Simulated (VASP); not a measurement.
# SiSn5 (P-6m2) in VASP: notebook, part 2 of 2

VASP 6.6.1.

## 3. Single point, PBE

This run uses another cell than the first one, of 32.51 Å³/atom.

INCAR

```
SYSTEM = SiSn5
PREC = Accurate
ENCUT = 520
EDIFF = 1E-6
ISMEAR = 0
SIGMA = 0.1
LREAL = .False.
LASPH = .True.
NELM = 60
ALGO = Fast
ISIF = 2
LWAVE = .False.
LCHARG = .True.
GGA = PE
LELF = .True.
LVHAR = .True.
NBANDS = 46
```

KPOINTS

```
regular mesh
0
Gamma
  6 6 1
  0 0 0
```

POSCAR

```
SiSn5
1.0
    3.5454575200      0.0000000000      0.0000000000
   -1.7727287600      3.0704562800      0.0000000000
    0.0000000000      0.0000000000     17.9162272800
Si Sn
1 5
Direct
    0.0000000000      0.0000000000      0.0000000000
    0.6666666700      0.3333333300      0.8349520000
    0.0000000000      0.0000000000      0.6673210300
    0.6666666700      0.3333333300      0.5000000000
    0.0000000000      0.0000000000      0.3326789700
    0.6666666700      0.3333333300      0.1650480000
```

Potentials or basis: VASP PAW PBE potentials, release 64 (Si, Sn_d).

Started as:

```sh
cat potpaw_PBE.64/Si/POTCAR potpaw_PBE.64/Sn_d/POTCAR > POTCAR
mpirun -np 1 vasp_std > vasp.out
```

OUTCAR:

```text
SYSTEM = SiSn5
   PREC = Accurate
   ENCUT = 520
   EDIFF = 1E-6
   ISMEAR = 0
   LREAL = .False.
   LASPH = .True.
   NELM = 60
   ISIF = 2
   GGA = PE

 ion  position               nearest neighbor table
   1  0.000  0.000  0.000-
   2  0.667  0.333  0.835-   3 3.63   3 3.63   3 3.63
   3  0.000  0.000  0.667-   4 3.63   4 3.63   4 3.63   2 3.63   2 3.63   2 3.63
   4  0.667  0.333  0.500-   3 3.63   5 3.63   3 3.63   5 3.63   3 3.63   5 3.63
   5  0.000  0.000  0.333-   4 3.63   4 3.63   4 3.63   6 3.63   6 3.63   6 3.63
   6  0.667  0.333  0.165-   5 3.63   5 3.63   5 3.63

  LATTYP: Found a hexagonal cell.
 ALAT       =     3.5454575200
 C/A-ratio  =     5.0532906343

  Lattice vectors:

 A1 = (   3.5454575200,   0.0000000000,   0.0000000000)
 A2 = (  -1.7727287600,   3.0704562800,   0.0000000000)
 A3 = (   0.0000000000,   0.0000000000,  17.9162272800)

Analysis of symmetry for initial positions (statically):
=====================================================================
 Subroutine PRICEL returns:
 Original cell was already a primitive cell.

 Routine SETGRP: Setting up the symmetry group for a
 hexagonal supercell.

 Subroutine GETGRP returns: Found 12 space group operations
 (whereof 12 operations were pure point group operations)
 out of a pool of 24 trial point group operations.

The static configuration has the point symmetry D_3h.

Analysis of symmetry for dynamics (positions and initial velocities):
=====================================================================
 Subroutine PRICEL returns:
 Original cell was already a primitive cell.

 Routine SETGRP: Setting up the symmetry group for a
 hexagonal supercell.
[... 111 lines left out ...]
   EFERMI_NEDOS =   21; number of points for ismear=-14 and -15
   IALGO  =     68    algorithm
   IMIX   =      4    mixing-type and parameters
     AMIX     =   0.40;   BMIX     =  1.00
     AMIX_MAG =   1.60;   BMIX_MAG =  1.00
  volume/ion in A,a.u.               =      32.51       219.36
  Fermi-wavevector in a.u.,A,eV,Ry     =   1.185163  2.239634 19.110903  1.404612
  Thomas-Fermi vector in A             =   2.321363
   LORBIT       =      0    0 simple, 1 ext, 2 COOP (PROOUT), +10 PAW based schemes
   GGA     = PE    functional components
   LHFCALC =     F    Hartree Fock is set to
   AEXX    =    0.0000 exact exchange contribution
   IVDW    =     0    specifies the selected vdW correction
   LEPSILON=     F    determine dielectric tensor
   LRPA    =     F    only Hartree local field effects (RPA)
 non-spin polarized calculation
 RMM-DIIS sequential band-by-band and
 Gauss-broadening in eV      SIGMA  =   0.10
  energy-cutoff  :      520.00
  volume of cell :      195.04
 maximum number of plane-waves:      5299
 NGX is ok and might be reduce to    28
   NGX = 13   NGY = 13   NGZ = 67

 number of electron      74.0000004 magnetization

 Free energy of the ion-electron system (eV)
  ---------------------------------------------------
  ext. energy  EPLUGINS =         0.00000000
  ---------------------------------------------------
  free energy    TOTEN  =       -22.09807650 eV

  energy without entropy =      -22.06377379  energy(sigma->0) =      -22.08092515

 E-fermi :   5.6186     XC(G=0):  -9.3208

 val. band max:        5.3750571038   @ k =   0.1667   0.1667   0.0000
 cond. band min:       5.6467532014   @ k =   0.3333   0.1667   0.0000
 fundamental gap:      0.2716960977
 Fermi energy:         5.6185692708

 k-point     1 :       0.0000    0.0000    0.0000
  band No.  band energies     occupation
      1     -16.0320      2.00000
      2     -16.0320      2.00000
      3     -16.0320      2.00000
      4     -16.0320      2.00000
      5     -16.0254      2.00000
      6     -16.0254      2.00000
[... 332 lines left out ...]
     45       6.4884      0.00000
     46       8.2199      0.00000

------------------------ aborting loop because EDIFF is reached ----------------------------------------

  FORCE on cell =-STRESS in cart. coord.  units (eV):
  Direction    XX          YY          ZZ          XY          YZ          ZX
  --------------------------------------------------------------------------------------
  -------------------------------------------------------------------------------------
  Total       -7.5708664     -7.5708663     -8.3064316      0.0000000      0.0000000      0.0000000
  in kB      -62.1919816    -62.1919816    -68.2343895      0.0000000      0.0000000      0.0000000
  external PRESSURE =     -64.2061175 kB  Pullay stress =       0.0000000 kB

 VOLUME and BASIS-vectors are now :
 -----------------------------------------------------------------------------
  energy-cutoff  :      520.00
  volume of cell :      195.04
      direct lattice vectors                 reciprocal lattice vectors
     3.545457520  0.000000000  0.000000000     0.282051045  0.162842247  0.000000000
    -1.772728760  3.070456280  0.000000000     0.000000000  0.325684494  0.000000000
     0.000000000  0.000000000 17.916227280     0.000000000  0.000000000  0.055815322

 POSITION                                       TOTAL-FORCE (eV/Angst)
 -----------------------------------------------------------------------------------
      0.00000      0.00000      0.00000        -0.000000      0.000000      0.000000
      1.77273      1.02349     14.95919        -0.000000      0.000000      0.376782
      0.00000      0.00000     11.95588        -0.000000      0.000000     -0.054804
      1.77273      1.02349      8.95811         0.000000      0.000000      0.000000
      0.00000      0.00000      5.96035        -0.000000      0.000000      0.054804
      1.77273      1.02349      2.95704        -0.000000     -0.000000     -0.376782
 -----------------------------------------------------------------------------------
    total drift:                               -0.000029      0.000017      0.000000

  FREE ENERGIE OF THE ION-ELECTRON SYSTEM (eV)
  ---------------------------------------------------
  free  energy   TOTEN  =       -22.0980765024 eV

  energy  without entropy=      -22.0637737909  energy(sigma->0) =      -22.08092515
```

OSZICAR:

```text
N       E                     dE             d eps       ncg     rms          rms(c)
DAV:   1     0.754546378585E+03    0.75455E+03   -0.36384E+04   684   0.222E+03
DAV:   2     0.892060865713E+02   -0.66534E+03   -0.65333E+03   644   0.607E+02
DAV:   3    -0.154642686965E+02   -0.10467E+03   -0.10171E+03   718   0.201E+02
DAV:   4    -0.219218777433E+02   -0.64576E+01   -0.62480E+01   754   0.502E+01
DAV:   5    -0.221532037282E+02   -0.23133E+00   -0.23097E+00   852   0.979E+00    0.227E+00
RMM:   6    -0.221451359138E+02    0.80678E-02   -0.13724E-01   767   0.249E+00    0.143E+00
RMM:   7    -0.221371497945E+02    0.79861E-02   -0.63155E-02   892   0.113E+00    0.104E+00
RMM:   8    -0.220978760200E+02    0.39274E-01   -0.37781E-02   779   0.120E+00    0.217E-01
RMM:   9    -0.220978654268E+02    0.10593E-04   -0.75253E-03   913   0.518E-01    0.121E-01
RMM:  10    -0.220979983476E+02   -0.13292E-03   -0.17157E-03   855   0.329E-01    0.487E-02
RMM:  11    -0.220980700501E+02   -0.71703E-04   -0.61420E-04   991   0.138E-01    0.145E-02
RMM:  12    -0.220980747257E+02   -0.46756E-05   -0.86417E-05   979   0.549E-02    0.722E-03
RMM:  13    -0.220980767394E+02   -0.20137E-05   -0.21722E-05   914   0.235E-02    0.335E-03
RMM:  14    -0.220980765024E+02    0.23698E-06   -0.24008E-06   564   0.100E-02
   1 F= -.22098077E+02 E0= -.22080925E+02  d E =-.343027E-01
```

stdout:

```text
POSCAR found type information on POSCAR SiSn
 POSCAR found :  2 types and       6 ions
 scaLAPACK will be used
 LDA part: xc-table for (Slater+PW92), standard interpolation
 POSCAR, INCAR and KPOINTS ok, starting setup
 FFT: planning ... GRIDC
 FFT: planning ... GRID_SOFT
 FFT: planning ... GRID
 WAVECAR not read
 entering main loop
```

Wall time 86 s (1 thread of Intel Xeon Platinum 8259CL at 2.50GHz (Skylake/Cascade Lake), shared host); peak memory 0.34 GiB.

Results:

| Quantity | Value |
| --- | --- |
| Free energy | -22.0981 eV |
| Pressure | -6.4 GPa |
| Largest force | 0.377 eV/Å |
| Band gap on the k mesh | zero (bands 37 and 38 overlap by 5.62 eV) |

Forces on the atoms (eV/Å):
```
Si   0.000  0.000  0.000
Sn   0.000  0.000  0.377
Sn   0.000  0.000 -0.055
Sn   0.000  0.000  0.000
Sn   0.000  0.000  0.055
Sn   0.000  0.000 -0.377
```

Caveat: the cell stands under tension; spin-orbit coupling is left out, which moves the levels of the heavy elements.

## 4. Relaxation of cell and atoms, PBE

This run uses another cell than the first one, of 32.51 Å³/atom.

INCAR

```
  ALGO = Normal
  EDIFF = 1E-6
  EDIFFG = -0.04
  ENCUT = 600
  GGA = PE
  IBRION = 2
  ISIF = 3
  ISMEAR = 0
  LASPH = True
  LCHARG = False
  LREAL = False
  LWAVE = False
  NELM = 60
  NSW = 90
  PREC = Accurate
  SIGMA = 0.1
```

KPOINTS

```
k-points
0
Gamma
  6 6 1
```

POSCAR is that of step 3.

Started as:

```sh
cat potpaw_PBE.64/Si/POTCAR potpaw_PBE.64/Sn_d/POTCAR > POTCAR
mpirun -np 1 vasp_std > vasp.out
```

It took 26 min on 1 thread of Intel Xeon Platinum 8259CL at 2.50GHz (Skylake/Cascade Lake), shared host; peak memory 0.38 GiB.

The run converged. Its results:

| Quantity | Value |
| --- | --- |
| Free energy | -23.5349 eV |
| Relaxed volume | 25.75 Å³/atom |
| Relaxed cell | a = 3.527 Å, b = 3.527 Å, c = 14.343 Å, α = 90.00°, β = 90.00°, γ = 120.00° |
| Space group after relaxing (to 0.1 Å) | P-6m2 (No. 187) |
| Energy gained by relaxing | 239.4 meV/atom |
| Ionic steps | 27 |
| Pressure after relaxing | 0.2 GPa |
| Largest force after relaxing | 0.023 eV/Å |
| Band gap on the k mesh | zero (bands 37 and 38 overlap by 6.96 eV) |

Forces on the atoms (eV/Å):
```
Si   0.000  0.000  0.000
Sn   0.000  0.000 -0.023
Sn   0.000  0.000  0.016
Sn   0.000  0.000  0.000
Sn   0.000  0.000 -0.016
Sn   0.000  0.000  0.023
```

Stress tensor (GPa, compression positive):
```
0.11 0.00 0.00
0.00 0.11 0.00
0.00 0.00 0.25
```

The path:
```csv
step,energy change (eV),largest force (eV/Å),pressure (GPa),volume (Å³)
1,0.0000,0.3763,-6.34,195.04
2,-0.8765,0.6417,-0.58,160.91
3,-0.8819,0.6665,0.14,158.56
4,-0.9320,0.6469,0.19,158.11
5,-1.0481,0.5170,0.29,156.70
6,-1.1437,0.2357,0.58,153.64
7,-0.3198,2.1096,9.97,146.49
8,-1.1717,0.3257,1.00,152.70
9,-1.1956,0.4607,-1.53,160.70
10,-1.2101,0.4759,-2.20,163.48
11,-1.1927,0.3864,-3.31,169.06
12,-1.2155,0.4672,-2.46,164.98
13,-1.2286,0.4532,-2.67,165.70
14,-1.2361,0.4290,-2.80,166.56
15,-1.2523,0.4355,-2.58,165.80
16,-1.2946,0.4535,-2.01,163.50
17,-1.3471,0.4937,-0.67,158.98
18,-1.3016,0.5811,2.73,150.16
19,-1.3556,0.5194,0.17,156.47
20,-1.3647,0.4833,0.18,156.27
21,-1.3885,0.3795,0.18,155.67
22,-1.4176,0.1929,0.28,154.48
23,-1.4284,0.0980,0.74,152.11
24,-1.4303,0.1214,0.55,152.82
25,-1.4361,0.0489,-0.11,154.69
26,-1.4361,0.0428,-0.14,154.80
27,-1.4367,0.0233,0.16,154.52
```

Final structure:
```
Si Sn
1.0
     3.52712    0.00000    0.00000
    -1.76356    3.05458    0.00000
     0.00000    0.00000   14.34254
Si Sn
1 5
Direct
  0.00000 0.00000 0.00000
  0.66667 0.33333 0.85785
  0.00000 0.00000 0.67932
  0.66667 0.33333 0.50000
  0.00000 0.00000 0.32068
  0.66667 0.33333 0.14215
```

Levels at points of the mesh, in eV from the Fermi level:
| k point | band 34 | band 35 | band 36 | band 37 | band 38 | band 39 | band 40 | band 41 |
| --- | --- | --- | --- | --- | --- | --- | --- | --- |
| (0.00, 0.00, 0.00) | 1.50 | 2.80 | 2.80 | 4.92 | 4.92 | 5.15 | 5.15 | 5.67 |
| (0.50, 0.00, 0.00) | -2.72 | -2.40 | -0.73 | -0.24 | 0.37 | 0.61 | 1.94 | 1.95 |

Caveat: the volume moved by over 15 % at a fixed basis, so the end points are rough; spin-orbit coupling is left out, which moves the levels of the heavy elements.

## 5. Single point, PBE

This run uses another cell than the first one, of 25.93 Å³/atom.

INCAR

```
SYSTEM = SiSn5
  PREC = Accurate
  ENCUT = 520
  EDIFF = 1E-7
  ISMEAR = 0
  SIGMA = 0.1
  LREAL = .False.
  LASPH = .True.
  NELM = 100
  ALGO = Fast
  ISIF = 2
  LWAVE = .False.
  LCHARG = .True.
  GGA = PE
  LELF = .True.
  LVHAR = .True.
  NBANDS = 46
```

KPOINTS

```
regular mesh
0
Gamma
  12 12 4
  0 0 0
```

POSCAR

```
SiSn5
1.0
    3.3671011411      0.0000000000      0.0000000000
   -1.6835505706      2.9159951253      0.0000000000
    0.0000000000      0.0000000000     15.8428842180
Si Sn
1 5
Direct
    0.0000000000      0.0000000000      0.0000000000
    0.6666666667      0.3333333333      0.8570126065
    0.0000000000      0.0000000000      0.6761088007
    0.6666666667      0.3333333333      0.5000000000
    0.0000000000      0.0000000000      0.3238911993
    0.6666666667      0.3333333333      0.1429873935
```

Started as:

```sh
cat potpaw_PBE.64/Si/POTCAR potpaw_PBE.64/Sn_d/POTCAR > POTCAR
mpirun -np 1 vasp_std > vasp.out
```

Wall time 9.5 min (1 thread of Intel Xeon Platinum 8259CL at 2.50GHz (Skylake/Cascade Lake), shared host); peak memory 0.48 GiB.

The run converged. Its results:

| Quantity | Value |
| --- | --- |
| Free energy | -23.3454 eV |
| Pressure | -0.1 GPa |
| Band gap on the k mesh | zero (bands 37 and 38 overlap by 6.54 eV) |

Levels at points of the mesh, in eV from the Fermi level:
```
           k point  band 33  band 34  band 35  band 36  band 37  band 38  band 39  band 40  band 41  band 42
(0.00, 0.00, 0.00)    -1.12    -0.65     3.81     3.81     4.36     4.36     6.07     6.07     6.31     6.31
(0.50, 0.00, 0.00)    -4.00    -3.38    -2.95    -1.99    -0.97    -0.71     1.12     1.32     2.31     2.57
(0.00, 0.00, 0.50)    -3.02     1.44     1.88     3.81     3.81     6.03     6.03     6.36     6.36     6.55
(0.50, 0.00, 0.50)    -3.99    -3.32    -2.80    -2.25    -1.50     0.47     0.74     1.12     2.27     2.40
```

Caveat: spin-orbit coupling is left out, which moves the levels of the heavy elements.

## 6. Summary

| task | cell | k mesh | cutoff (eV) | gap on the mesh (eV) | pressure (GPa) | largest force (eV/Å) |
| --- | --- | --- | --- | --- | --- | --- |
| single point | a = 3.307, b = 3.307, c = 16.672 Å, angles 90.0, 90.0, 120.0°, 6 atoms, atomic positions A | 6 × 6 × 1 | 520 | none | 0.0 | 0.02 |
| single point | a = 3.545, b = 3.545, c = 17.916 Å, angles 90.0, 90.0, 120.0°, 6 atoms, atomic positions B | 6 × 6 × 1 | 520 | none | -6.4 | 0.38 |
| relaxation of cell and atoms | relaxed from a = 3.545, b = 3.545, c = 17.916 Å, angles 90.0, 90.0, 120.0°, 6 atoms, atomic positions B | 6 × 6 × 1 | 600 | none | 0.2 | 0.02 |
| single point | a = 3.367, b = 3.367, c = 15.843 Å, angles 90.0, 90.0, 120.0°, 6 atoms, atomic positions A | 12 × 12 × 4 | 520 | none | -0.1 | - |

Alike in all rows: level PBE; potentials or basis VASP PAW PBE potentials, release 64 (Si, Sn_d); no spin polarisation; smearing gaussian 0.1 eV.

Caveats: some runs use coarse meshes; spin-orbit coupling is left out, which moves the levels of the heavy elements; the cell stands under tension (at least some runs); the volume moved by over 15 % at a fixed basis, so the end points are rough (at least some runs).

Absolute energies hang on the potentials; compare differences alone.
